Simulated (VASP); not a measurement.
# Mg2CdO3: single point with PBE

Mg2CdO3:

```
Mg Cd O
1.0
     1.55905   -2.70035    0.00000
    -4.67715   -2.70035    0.00000
     0.00000    0.00000   -7.78630
Mg Cd O
4 2 6
Direct
  0.00000 0.66667 0.15626
  0.50000 0.16667 0.15626
  0.50000 0.83333 0.84374
  0.00000 0.33333 0.84374
  0.00000 0.00000 0.50000
  0.50000 0.50000 0.50000
  0.50000 0.83333 0.30503
  0.00000 0.33333 0.30503
  0.00000 0.66667 0.69497
  0.50000 0.16667 0.69497
  0.00000 0.00000 0.00000
  0.50000 0.50000 0.00000
```

* Program: VASP 6.6.1
* Task: single point
* Functional: PBE
* Potentials or basis: VASP PAW PBE potentials, release 64 (Mg, Cd, O)
* Cutoff: 520 eV
* k mesh: 4 × 4 × 2
* Occupations: gaussian, width 0.1 eV
* Spin: no spin polarisation

```
Pressure               : 0.2 GPa
Largest force          : 0.119 eV/Å
Band gap on the k mesh : 1.93 eV
```

Forces on the atoms (eV/Å):
```
Mg  -0.001  0.000  0.004
Mg  -0.001  0.000  0.004
Mg   0.001  0.000 -0.004
Mg   0.001  0.000 -0.004
Cd   0.000  0.000  0.000
Cd   0.000  0.000  0.000
O    0.003  0.002  0.118
O    0.003  0.002  0.118
O   -0.003 -0.002 -0.118
O   -0.003 -0.002 -0.118
O    0.000  0.000  0.000
O    0.000  0.000  0.000
```

Stress tensor (GPa, compression positive):
```
 0.07 -0.07  0.00
-0.07  0.16  0.00
 0.00  0.00  0.27
```

Levels at points of the mesh, in eV from the valence-band top:
| k point | band 30 | band 31 | band 32 | band 33 | band 34 | band 35 | band 36 | band 37 | band 38 | band 39 |
| --- | --- | --- | --- | --- | --- | --- | --- | --- | --- | --- |
| (0.00, 0.00, 0.00) | -0.44 | -0.28 | -0.28 | -0.14 | -0.14 | 1.93 | 5.77 | 5.87 | 5.91 | 6.20 |
| (0.50, 0.00, 0.00) | -1.18 | -0.84 | -0.84 | -0.22 | -0.22 | 5.44 | 5.44 | 8.23 | 8.23 | 9.23 |
| (0.00, 0.50, 0.00) | -0.55 | -0.34 | -0.34 | -0.14 | -0.14 | 3.84 | 3.84 | 7.60 | 7.60 | 8.06 |
| (0.50, 0.50, 0.00) | -0.86 | -0.75 | -0.75 | -0.44 | -0.44 | 5.77 | 5.77 | 5.87 | 5.87 | 8.53 |
| (0.00, 0.00, 0.50) | -0.59 | -0.29 | -0.13 | 0.00 | 0.00 | 2.95 | 4.77 | 5.48 | 5.95 | 6.67 |
| (0.50, 0.00, 0.50) | -1.33 | -0.72 | -0.72 | -0.56 | -0.56 | 5.44 | 5.44 | 8.33 | 8.33 | 8.79 |
| (0.00, 0.50, 0.50) | -0.90 | -0.46 | -0.46 | -0.19 | -0.19 | 3.91 | 3.91 | 6.97 | 6.97 | 8.60 |
| (0.50, 0.50, 0.50) | -1.18 | -0.29 | -0.29 | -0.13 | -0.13 | 5.48 | 5.48 | 5.95 | 5.95 | 8.74 |

It took 91 s on 1 thread of Intel(R) Xeon(R) Platinum 8488C (Sapphire Rapids), on a shared host, peak memory 0.27 GiB.

Caveat: the k points lie up to 0.50 Å⁻¹ apart. A k mesh can miss the band edges.
